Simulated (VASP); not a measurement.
The system is SiO.

```
CELL_PARAMETERS angstrom
2.80697 0.00000 0.00000
0.00000 2.80697 0.00000
0.00000 0.00000 2.80697
ATOMIC_POSITIONS crystal
Si 0.00000 0.00000 0.00000
O 0.50000 0.50000 0.50000
```

```yaml
Program: VASP 6.6.1
Task: relaxation of cell and atoms
Functional: revPBE
Dispersion: D4
Potentials_or_basis: VASP PAW PBE potentials, release 64 (Si, O)
Cutoff: 600 eV
k_mesh: 9 × 9 × 9
Occupations: fermi-dirac, width 0.05 eV
Spin: no spin polarisation
```

At the start: pressure -0.8 GPa; volume 11.06 Å³/atom.

**Question.** How do energy, volume and symmetry change on relaxing?

**Answer.** Over 6 steps the energy falls by 2.6 meV/atom and the volume is 10.76 Å³/atom (-2.7 %); space group Pm-3m (No. 221, to 0.05 Å).

Step by step:
```tsv
step	energy change (eV)	largest force (eV/Å)	pressure (GPa)	volume (Å³)
1	0.0000	0.0000	-0.81	22.12
2	-0.0018	0.0000	-2.00	21.94
3	-0.0041	0.0000	-1.49	21.75
4	-0.0047	0.0000	1.20	21.36
5	-0.0053	0.0000	-0.17	21.53
6	-0.0053	0.0000	0.00	21.51
```

Final structure:
```
Si O
1.0
     2.78112    0.00000    0.00000
     0.00000    2.78112    0.00000
     0.00000    0.00000    2.78112
Si O
1 1
Direct
  0.00000 0.00000 0.00000
  0.50000 0.50000 0.50000
```

Caveat: the PAW data sets were made with another functional, which shifts forces and pressure a little; pairwise dispersion overbinds metals, which lowers pressure and volume.
